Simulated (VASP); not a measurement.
Here is a VASP 6.6.1 calculation.

Contents of INCAR:

```
  ALGO = Fast
  EDIFF = 1E-7
  ENCUT = 520
  GGA = PS
  ISIF = 2
  ISMEAR = 0
  LASPH = True
  LCHARG = False
  LREAL = False
  LWAVE = False
  NBANDS = 12
  NELM = 80
  PREC = Accurate
  SIGMA = 0.15
```

KPOINTS

```
k-points
0
Gamma
  20 20 20
```

Contents of POSCAR:

```
Nb
1.0
   -1.6639500000      1.6639500000      1.7887462500
    1.6639500000     -1.6639500000      1.7887462500
    1.6639500000      1.6639500000     -1.7887462500
Nb
1
Direct
    0.0000000000      0.0000000000      0.0000000000
```

Potentials or basis: VASP PAW PBE potentials, release 64 (Nb_sv).

The run is started by

```console
$ cat potpaw_PBE.64/Nb_sv/POTCAR > POTCAR
$ mpirun -np 1 vasp_std > vasp.out
```

Problem. Predict the pressure.

Solution. -17.7 GPa.

Stress tensor (GPa, compression positive):
```
-15.54   0.00   0.00
  0.00 -15.54   0.00
  0.00   0.00 -21.98
```

Caveat: the cell differs from its parent crystal (strain +0.0750 x Voigt [0, 0, 1, 0, 0, 0]); the PAW data sets were made with another functional, which shifts forces and pressure a little.
